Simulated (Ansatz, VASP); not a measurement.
## PbSe: VASP beside Ansatz

```
Pb Se
1.0
     0.00000    3.03622    3.03622
     3.03622    0.00000    3.03622
     3.03622    3.03622    0.00000
Pb Se
1 1
Direct
  0.00000 0.00000 0.00000
  0.50000 0.50000 0.50000
```

Alike in both runs: task single point; functional PBEsol; k mesh 12 × 12 × 12; occupations fermi-dirac, width 0.01 eV; non-collinear spin, spin-orbit coupling.

|  | VASP | Ansatz |
| --- | --- | --- |
| version | VASP 6.6.1 | Ansatz 0.2.0 |
| potentials or method | VASP PAW PBE potentials, release 64 (Pb_d, Se), cutoff 520 eV | all-electron LAPW |

|  | VASP | Ansatz | Ansatz less VASP |
| --- | --- | --- | --- |
| pressure (GPa) | 0.5 | 0.4 | -0.13 |
| net moment per atom (μB) | 0.00 | 0.00 | 0.000 |

VASP's potentials were made for PBE, not for PBEsol. Ansatz ran all-electron here, and VASP with PAW potentials.
